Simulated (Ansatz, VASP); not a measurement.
# One calculation of AgO2, two programs

```
Ag O
1.0
     5.37476    0.00000    0.00000
     0.00000    5.37476    0.00000
     0.00000    0.00000    5.37476
Ag O
4 8
Direct
  0.50000 0.50000 0.00000
  0.00000 0.50000 0.50000
  0.00000 0.00000 0.00000
  0.50000 0.00000 0.50000
  0.92511 0.07489 0.57489
  0.07489 0.92511 0.42511
  0.57489 0.57489 0.57489
  0.42511 0.42511 0.42511
  0.57489 0.92511 0.07489
  0.42511 0.07489 0.92511
  0.07489 0.57489 0.92511
  0.92511 0.42511 0.07489
```

Alike in both runs: functional PBE; k mesh 3 × 3 × 3; occupations gaussian, width 0.2 eV; no spin polarisation.

Ansatz relaxed the structure, and its values are those at the end. VASP's run is a single point on that final structure, the one shown.

|  | VASP | Ansatz |
| --- | --- | --- |
| version | VASP 6.6.1 | Ansatz 0.2.0 |
| potentials or method | VASP PAW PBE potentials, release 64 (Ag, O), cutoff 520 eV | scalar-relativistic, plane waves, PAW |
| valence electrons in the cell | 92 | 124 |

Ansatz gave:

```
gap on the k mesh at the Fermi level (eV) : none
pressure (GPa)                            : 0.5
rms of the force components (eV/Å)        : 0.002
```

**Question.** What did VASP give for the same quantities?

**Answer.** gap on the k mesh at the Fermi level (eV): none; pressure (GPa): 0.7; rms of the force components (eV/Å): 0.139.

A gap of «none» marks a metal or a gap that the smearing closes. One of these differences is far larger than is usual between the two programs; its cause wasn't traced. VASP's potentials hold 92 valence electrons a cell and Ansatz's 124, so a difference there can come from the potentials and not from the codes.

The k mesh is coarse, so the values compare programs but aren't converged.
